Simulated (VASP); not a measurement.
# TiS2 (l.A) in VASP: a series of runs

Runs on TiS2 (l.A). Level: LDA. Tasks: single point.

Everything below comes from runs of VASP 6.6.1. Logs are shortened: lines on timing, memory, paths and dates and some standing lists are left out, and cuts for length are marked.

**1. The cell of the first run**

The cell holds a sheet with vacuum, 3 atoms: a = 3.400 Å, b = 3.400 Å, c = 16.860 Å, α = 90.00°, β = 90.00°, γ = 120.00°.

**2. Single point, LDA**

INCAR reads:

```
SYSTEM = TiS2
ALGO     = Normal         ! electronic algorithm
DIPOL    = 0.5 0.5 0.500
EDIFF    = 1E-6           ! SCF threshold, eV
ENCUT    = 400            ! plane-wave cutoff, eV
GGA      = CA             ! functional
GGA_COMPAT= .FALSE.      
IDIPOL   = 3            
ISIF     = 2              ! what is computed and relaxed
ISMEAR   = 0              ! smearing method
LASPH    = .TRUE.         ! aspherical terms in the spheres
LCHARG   = .TRUE.         ! write CHGCAR
LDIPOL   = .TRUE.       
LELF     = .TRUE.         ! ELF
LREAL    = .FALSE.        ! projectors in reciprocal space
LVACPOTAV= .TRUE.       
LVHAR    = .TRUE.       
LWAVE    = .FALSE.        ! write WAVECAR
NBANDS   = 19             ! bands
NELM     = 120            ! most SCF steps
NELMDL   = -8           
PREC     = Accurate       ! precision mode
SIGMA    = 0.08           ! smearing width, eV
```

KPOINTS reads:

```
k-points
0
G
  12 12 1
  0 0 0
```

POSCAR reads:

```
TiS2
1.0
    3.4000000000      0.0000000000      0.0000000000
   -1.7000000000      2.9444863729      0.0000000000
    0.0000000000      0.0000000000     16.8600000000
S Ti
2 1
Direct
    0.3333330000      0.6666670000      0.4151838671
    0.6666670000      0.3333330000      0.5848161329
    0.0000000000      0.0000000000      0.5000000000
```

Potentials or basis: VASP PAW LDA potentials, release 64 (S, Ti_sv).

Started as:

```bash
> cat potpaw_LDA.64/S/POTCAR potpaw_LDA.64/Ti_sv/POTCAR > POTCAR
> mpirun -np 1 vasp_std > vasp.out
```

OUTCAR:

```text
SYSTEM = TiS2
   EDIFF = 1E-6
   ENCUT = 400
   GGA = CA
   ISIF = 2
   ISMEAR = 0
   LASPH = .TRUE.
   LREAL = .FALSE.
   NELM = 120
   NELMDL = -8
   PREC = Accurate

 ion  position               nearest neighbor table
   1  0.333  0.667  0.415-   3 2.43   3 2.43   3 2.43
   2  0.667  0.333  0.585-   3 2.43   3 2.43   3 2.43
   3  0.000  0.000  0.500-   1 2.43   2 2.43   2 2.43   1 2.43   2 2.43   1 2.43

  LATTYP: Found a hexagonal cell.
 ALAT       =     3.4000000000
 C/A-ratio  =     4.9588235294

  Lattice vectors:

 A1 = (   3.4000000000,   0.0000000000,   0.0000000000)
 A2 = (  -1.7000000000,   2.9444863729,   0.0000000000)
 A3 = (   0.0000000000,   0.0000000000,  16.8600000000)

Analysis of symmetry for initial positions (statically):
=====================================================================
 Subroutine PRICEL returns:
 Original cell was already a primitive cell.

 Routine SETGRP: Setting up the symmetry group for a
 hexagonal supercell.

 Subroutine GETGRP returns: Found 12 space group operations
 (whereof 12 operations were pure point group operations)
 out of a pool of 24 trial point group operations.

The static configuration has the point symmetry D_3d.

Analysis of symmetry for dynamics (positions and initial velocities):
=====================================================================
 Subroutine PRICEL returns:
 Original cell was already a primitive cell.

 Routine SETGRP: Setting up the symmetry group for a
 hexagonal supercell.

 Subroutine GETGRP returns: Found 12 space group operations
 (whereof 12 operations were pure point group operations)
 out of a pool of 24 trial point group operations.

The dynamic configuration has the point symmetry D_3d.

 Subroutine INISYM returns: Found 12 space group operations
 (whereof 12 operations are pure point group operations),
 and found     1 'primitive' translations

----------------------------------------------------------------------------------------

                                     Primitive cell

  volume of cell :     168.7897

  direct lattice vectors                    reciprocal lattice vectors
     3.400000000  0.000000000  0.000000000     0.294117647  0.169808903  0.000000000
    -1.700000000  2.944486373  0.000000000     0.000000000  0.339617805  0.000000000
     0.000000000  0.000000000 16.860000000     0.000000000  0.000000000  0.059311981

  length of vectors
     3.400000000  3.400000000 16.860000000     0.339617805  0.339617805  0.059311981

  position of ions in fractional coordinates (direct lattice)
     0.333333000  0.666667000  0.415183867
     0.666667000  0.333333000  0.584816133
     0.000000000  0.000000000  0.500000000

  ion indices of the primitive-cell ions
   primitive index   ion index
                 1           1
                 2           2
                 3           3

----------------------------------------------------------------------------------------

 KPOINTS: k-points

Automatic generation of k-mesh.
 Grid dimensions read from file:
 generate k-points for:   12   12    1

 Generating k-lattice:

  Cartesian coordinates                     Fractional coordinates (reciprocal lattice)
     0.024509804  0.014150742  0.000000000     0.083333333  0.000000000  0.000000000
     0.000000000  0.028301484  0.000000000     0.000000000  0.083333333  0.000000000
     0.000000000  0.000000000  0.059311981     0.000000000  0.000000000  1.000000000

  Length of vectors
     0.028301484  0.028301484  0.059311981

  Shift w.r.t. Gamma in fractional coordinates (k-lattice)
     0.000000000  0.000000000  0.000000000

 Subroutine IBZKPT returns following result:
 ===========================================

 Found     19 irreducible k-points:

 Following reciprocal coordinates:
            Coordinates               Weight
  0.000000  0.000000  0.000000      1.000000
  0.083333 -0.000000  0.000000      6.000000
  0.166667 -0.000000  0.000000      6.000000
  0.250000 -0.000000  0.000000      6.000000
  0.333333  0.000000  0.000000      6.000000
  0.416667  0.000000  0.000000      6.000000
[... 11 lines left out ...]
  0.333333  0.250000  0.000000     12.000000
  0.333333  0.333333  0.000000      2.000000
   k-points           NKPTS =     19   k-points in BZ     NKDIM =     19   number of bands    NBANDS=     19
   number of dos      NEDOS =    301   number of ions     NIONS =      3
   total plane-waves  NPLWV =  64512
   dimension x,y,z NGX =    24 NGY =   24 NGZ =  112
   dimension x,y,z NGXF=    48 NGYF=   48 NGZF=  224
   ions per type =               2   1
   NGX,Y,Z   is equivalent  to a cutoff of  11.74, 11.74, 11.04 a.u.
   NGXF,Y,Z  is equivalent  to a cutoff of  23.47, 23.47, 22.09 a.u.
 SYSTEM =  TiS2
   PREC   = accura    normal or accurate (medium, high low for compatibility)
   ISTART =      0    job   : 0-new  1-cont  2-samecut
   ICHARG =      2    charge: 1-file 2-atom 10-const
   ISPIN  =      1    spin polarized calculation?
   LNONCOLLINEAR =      F non collinear calculations
   LSORBIT =      F    spin-orbit coupling
   LASPH  =      T    aspherical Exc in radial PAW
   ENCUT  =  400.0 eV  29.40 Ry    5.42 a.u.   5.54  5.54 27.49*2*pi/ulx,y,z
   NELM   =    120;   NELMIN=  2; NELMDL= -8     # of ELM steps
   EDIFF  = 0.1E-05   stopping-criterion for ELM
   LREAL  =      F    real-space projection
   EDIFFG = 0.1E-04   stopping-criterion for IOM
   NSW    =      0    number of steps for IOM
   IBRION =     -1    ionic relax: 0-MD 1-quasi-New 2-CG
   NFREE  =      0    steps in history (QN), initial steepest desc. (CG)
   ISIF   =      2    stress and relaxation
   ISYM   =      2    0-nonsym 1-usesym 2-fastsym
   POTIM  = 0.5000    time-step for ionic-motion
   TEBEG  =    0.0;   TEEND  =   0.0 temperature during run
   PSTRESS=    0.0 pullay stress
   NELECT =      24.0000    total number of electrons
   NUPDOWN=      -1.0000    fix difference up-down
   EMIN   =  10.00;   EMAX   =-10.00  energy-range for DOS
   EFERMI =   0.00;   METHOD = LEGACY
   ISMEAR =     0;   SIGMA  =   0.08  broadening in eV -4-tet -1-fermi 0-gaus
   EFERMI_NEDOS =   21; number of points for ismear=-14 and -15
   IALGO  =     38    algorithm
   IMIX   =      4    mixing-type and parameters
     AMIX     =   0.40;   BMIX     =  1.00
     AMIX_MAG =   1.60;   BMIX_MAG =  1.00
  volume/ion in A,a.u.               =      56.26       379.68
  Fermi-wavevector in a.u.,A,eV,Ry     =   0.854470  1.614713  9.933860  0.730118
  Thomas-Fermi vector in A             =   1.971071
   LORBIT       =      0    0 simple, 1 ext, 2 COOP (PROOUT), +10 PAW based schemes
   GGA     = CA    functional components
   LHFCALC =     F    Hartree Fock is set to
   AEXX    =    0.0000 exact exchange contribution
   IVDW    =     0    specifies the selected vdW correction
   LEPSILON=     F    determine dielectric tensor
   LRPA    =     F    only Hartree local field effects (RPA)
 non-spin polarized calculation
 Gauss-broadening in eV      SIGMA  =   0.08
  energy-cutoff  :      400.00
  volume of cell :      168.79
 maximum number of plane-waves:      3115
 NGX is ok and might be reduce to    24
   NGX = 11   NGY = 11   NGZ = 55

 number of electron      23.9999995 magnetization

 dipolmoment           0.000000      0.000000     -0.000000 electrons x Angstroem

 Free energy of the ion-electron system (eV)
  ---------------------------------------------------
  ext. energy  EPLUGINS =         0.00000000
  ---------------------------------------------------
  free energy    TOTEN  =       -21.77754379 eV

  energy without entropy =      -21.77551472  energy(sigma->0) =      -21.77652925

 E-fermi :  -2.1810     XC(G=0):  -4.1382

 val. band max:       -2.4998494234   @ k =   0.0833  -0.0000   0.0000
 cond. band min:      -2.1633422588   @ k =   0.5000  -0.0000   0.0000
 fundamental gap:      0.3365071647
 Fermi energy:        -2.1809969589

 k-point     1 :       0.0000    0.0000    0.0000
  band No.  band energies     occupation
      1     -59.1022      2.00000
      2     -35.7302      2.00000
      3     -35.6757      2.00000
      4     -35.6757      2.00000
      5     -15.6062      2.00000
      6     -14.4066      2.00000
[... 11 lines left out ...]
     18       3.1331      0.00000
     19       3.5690      0.00000

 k-point     2 :       0.0833   -0.0000    0.0000
  band No.  band energies     occupation
      1     -59.1013      2.00000
      2     -35.7283      2.00000
      3     -35.6850      2.00000
      4     -35.6778      2.00000
      5     -15.5245      2.00000
      6     -14.3788      2.00000
[... 11 lines left out ...]
     18       3.2972      0.00000
     19       3.6938      0.00000

 k-point     3 :       0.1667   -0.0000    0.0000
  band No.  band energies     occupation
      1     -59.0988      2.00000
      2     -35.7234      2.00000
      3     -35.7103      2.00000
      4     -35.6836      2.00000
      5     -15.2910      2.00000
      6     -14.3013      2.00000
[... 11 lines left out ...]
     18       3.7011      0.00000
     19       4.0365      0.00000

 k-point     4 :       0.2500   -0.0000    0.0000
  band No.  band energies     occupation
      1     -59.0954      2.00000
      2     -35.7450      2.00000
      3     -35.7164      2.00000
      4     -35.6914      2.00000
      5     -14.9426      2.00000
      6     -14.1911      2.00000
[... 11 lines left out ...]
     18       4.2016      0.00000
     19       4.5083      0.00000

 k-point     5 :       0.3333    0.0000    0.0000
  band No.  band energies     occupation
      1     -59.0919      2.00000
      2     -35.7793      2.00000
      3     -35.7095      2.00000
      4     -35.6993      2.00000
      5     -14.5514      2.00000
      6     -14.0722      2.00000
[... 11 lines left out ...]
     18       4.2382      0.00000
     19       5.1459      0.00000

 k-point     6 :       0.4167    0.0000    0.0000
  band No.  band energies     occupation
      1     -59.0894      2.00000
      2     -35.8042      2.00000
      3     -35.7050      2.00000
      4     -35.7045      2.00000
      5     -14.2385      2.00000
      6     -13.9658      2.00000
[... 11 lines left out ...]
     18       3.9977      0.00000
     19       4.5906      0.00000

 k-point     7 :       0.5000   -0.0000    0.0000
  band No.  band energies     occupation
      1     -59.0885      2.00000
      2     -35.8133      2.00000
      3     -35.7071      2.00000
      4     -35.7026      2.00000
      5     -14.1282      2.00000
      6     -13.9095      2.00000
[... 11 lines left out ...]
     18       3.9839      0.00000
     19       4.2813      0.00000

 k-point     8 :       0.0833    0.0833    0.0000
  band No.  band energies     occupation
      1     -59.0996      2.00000
      2     -35.7249      2.00000
      3     -35.7019      2.00000
      4     -35.6822      2.00000
      5     -15.3668      2.00000
      6     -14.3262      2.00000
[... 146 lines left out ...]
 k-point    15 :       0.3333    0.1667    0.0000
  band No.  band energies     occupation
      1     -59.0885      2.00000
      2     -35.7954      2.00000
      3     -35.7253      2.00000
      4     -35.7027      2.00000
      5     -14.1149      2.00000
      6     -13.9417      2.00000
[... 11 lines left out ...]
     18       4.8094      0.00000
     19       5.3850      0.00000

 k-point    16 :       0.4167    0.1667    0.0000
  band No.  band energies     occupation
      1     -59.0877      2.00000
      2     -35.8014      2.00000
      3     -35.7290      2.00000
      4     -35.7011      2.00000
      5     -14.0201      2.00000
      6     -13.8901      2.00000
[... 11 lines left out ...]
     18       4.9578      0.00000
     19       4.9679      0.00000

 k-point    17 :       0.2500    0.2500    0.0000
  band No.  band energies     occupation
      1     -59.0886      2.00000
      2     -35.7868      2.00000
      3     -35.7339      2.00000
      4     -35.7027      2.00000
      5     -14.1094      2.00000
      6     -13.9533      2.00000
[... 11 lines left out ...]
     18       5.2233      0.00000
     19       5.4597      0.00000

 k-point    18 :       0.3333    0.2500    0.0000
  band No.  band energies     occupation
      1     -59.0873      2.00000
      2     -35.7880      2.00000
      3     -35.7481      2.00000
      4     -35.7003      2.00000
      5     -13.9435      2.00000
      6     -13.8923      2.00000
[... 11 lines left out ...]
     18       5.3209      0.00000
     19       5.5925      0.00000

 k-point    19 :       0.3333    0.3333    0.0000
  band No.  band energies     occupation
      1     -59.0869      2.00000
      2     -35.7709      2.00000
      3     -35.7709      2.00000
      4     -35.6994      2.00000
      5     -13.8766      2.00000
      6     -13.8766      2.00000
[... 11 lines left out ...]
     18       5.3958      0.00000
     19       6.0558      0.00000

------------------------ aborting loop because EDIFF is reached ----------------------------------------

  FORCE on cell =-STRESS in cart. coord.  units (eV):
  Direction    XX          YY          ZZ          XY          YZ          ZX
  --------------------------------------------------------------------------------------
  -------------------------------------------------------------------------------------
  Total       -2.2890326     -2.2890326     -1.6929568      0.0000000      0.0000000      0.0000000
  in kB      -21.7278385    -21.7278385    -16.0697982      0.0000000      0.0000000      0.0000000
  external PRESSURE =     -19.8418251 kB  Pullay stress =       0.0000000 kB

 VOLUME and BASIS-vectors are now :
 -----------------------------------------------------------------------------
  energy-cutoff  :      400.00
  volume of cell :      168.79
      direct lattice vectors                 reciprocal lattice vectors
     3.400000000  0.000000000  0.000000000     0.294117647  0.169808903  0.000000000
    -1.700000000  2.944486373  0.000000000     0.000000000  0.339617805  0.000000000
     0.000000000  0.000000000 16.860000000     0.000000000  0.000000000  0.059311981

 POSITION                                       TOTAL-FORCE (eV/Angst)
 -----------------------------------------------------------------------------------
     -0.00000      1.96299      7.00000         0.000000     -0.000000      0.560863
      1.70000      0.98149      9.86000        -0.000000      0.000000     -0.560863
      0.00000      0.00000      8.43000        -0.000000      0.000000      0.000000
 -----------------------------------------------------------------------------------
    total drift:                                0.000000     -0.000000      0.000000

  FREE ENERGIE OF THE ION-ELECTRON SYSTEM (eV)
  ---------------------------------------------------
  free  energy   TOTEN  =       -21.7775437852 eV

  energy  without entropy=      -21.7755147225  energy(sigma->0) =      -21.77652925

 vacuum level on the upper side and lower side of the slab         3.827         3.827
```

Run time: 65 s. Hardware: 1 thread of Intel Xeon 6975P-C, shared host; peak memory 0.21 GiB.

What came out:

```yaml
Free_energy: -21.7775 eV
Largest_force: 0.561 eV/Å
Band_gap_on_the_k_mesh: zero (band 12 reaches -2.07 eV, above the bottom of band 13 at -2.16 eV)
```

Forces on the atoms (eV/Å):
```
S    0.000  0.000  0.561
S    0.000  0.000 -0.561
Ti   0.000  0.000  0.000
```

Levels at points of the mesh, in eV from the Fermi level:
```csv
k point,band 9,band 10,band 11,band 12,band 13,band 14,band 15,band 16
"(0.00, 0.00, 0.00)",-2.67,-1.42,0.11,0.11,0.44,0.44,1.03,3.66
"(0.50, 0.00, 0.00)",-2.82,-2.65,-1.89,-1.30,0.02,1.49,1.88,3.65
```

(Part 1 of 2 ends here.)
